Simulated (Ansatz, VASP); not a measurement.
# Two plane-wave programs on BeAl3

INCAR

```
SYSTEM = BeAl3
PREC     = Accurate       ! precision mode
ENCUT    = 520            ! plane-wave cutoff, eV
EDIFF    = 1E-7           ! SCF threshold, eV
ISMEAR   = -1             ! smearing method
SIGMA    = 0.05           ! smearing width, eV
LREAL    = .False.        ! projectors in reciprocal space
LASPH    = .True.         ! aspherical terms in the spheres
NELM     = 80             ! most SCF steps
ALGO     = Fast           ! electronic algorithm
ISIF     = 2              ! what is computed and relaxed
LWAVE    = .False.        ! write WAVECAR
LCHARG   = .False.        ! write CHGCAR
GGA      = PE             ! functional
NBANDS   = 14             ! bands
```

File KPOINTS:

```
Automatic mesh
0
Gamma
  6 6 6
  0 0 0
```

The input POSCAR:

```
BeAl3
1.0
   -1.9421910000      1.9421910000      3.8518930000
    1.9421910000     -1.9421910000      3.8518930000
    1.9421910000      1.9421910000     -3.8518930000
Al Be
3 1
Direct
    0.5000000000      0.5000000000      0.0000000000
    0.2500000000      0.7500000000      0.5000000000
    0.7500000000      0.2500000000      0.5000000000
    0.0000000000      0.0000000000      0.0000000000
```

File input.yaml:

```yaml
crystal:
  lattice:
    - [-1.942191, 1.942191, 3.851893]
    - [1.942191, -1.942191, 3.851893]
    - [1.942191, 1.942191, -3.851893]
  atoms:
    - { symbol: Al, position: [0.5, 0.5, 0.0] }
    - { symbol: Al, position: [0.25, 0.75, 0.5] }
    - { symbol: Al, position: [0.75, 0.25, 0.5] }
    - { symbol: Be, position: [0.0, 0.0, 0.0] }
hamiltonian:
  xc: pbe
  pseudopotentials: { kind: paw }
kpoints:
  mp_grid: { grid: [6, 6, 6] }
  band_path:
    path:
      - [[0.0, 0.0, 0.0], [0.0, 0.0, 0.5], [-0.1271175312, 0.1271175312, 0.5], [-0.3135587656, 0.3135587656, 0.3135587656], [0.0, 0.0, 0.0], [0.5, 0.5, -0.5], [0.3135587656, 0.6864412344, -0.3135587656], [0.0, 0.5, 0.0], [0.25, 0.25, 0.25], [0.5, 0.5, -0.1271175312], [0.5, 0.5, -0.5]]
      - [[0.0, 0.0, 0.5], [0.25, 0.25, 0.25]]
    npoints: 14
scf:
  occupations: { method: fermi_dirac, width: 0.05 }
  n_extra_bands: 10
output:
  forces: true
  stress: true
  eigenvalues: true
  fatbands: false
```

Alike in both runs: functional PBE; k mesh 6 × 6 × 6; occupations fermi-dirac, width 0.05 eV; no spin polarisation.

|  | VASP | Ansatz |
| --- | --- | --- |
| version | VASP 6.6.1 | Ansatz 0.2.0 |
| potentials or method | VASP PAW PBE potentials, release 64 (Al, Be) | Ansatz PAW |
| plane-wave cutoff (eV) | 520 | 420 |
| valence electrons in the cell | 11 | 11 |
| task | single point | band structure |

Ansatz gave:

```
gap on the k mesh at the Fermi level (eV)                     : none
pressure (GPa)                                                : 0.5
traceless stress, the component that is largest in VASP (GPa) : -2.31
```

Which values does VASP return?

gap on the k mesh at the Fermi level (eV): none; pressure (GPa): 0.5; traceless stress, the component that is largest in VASP (GPa): -2.29.

A gap of «none» marks a metal or a gap that the smearing closes.

The k mesh is coarse, so the values compare programs but aren't converged.
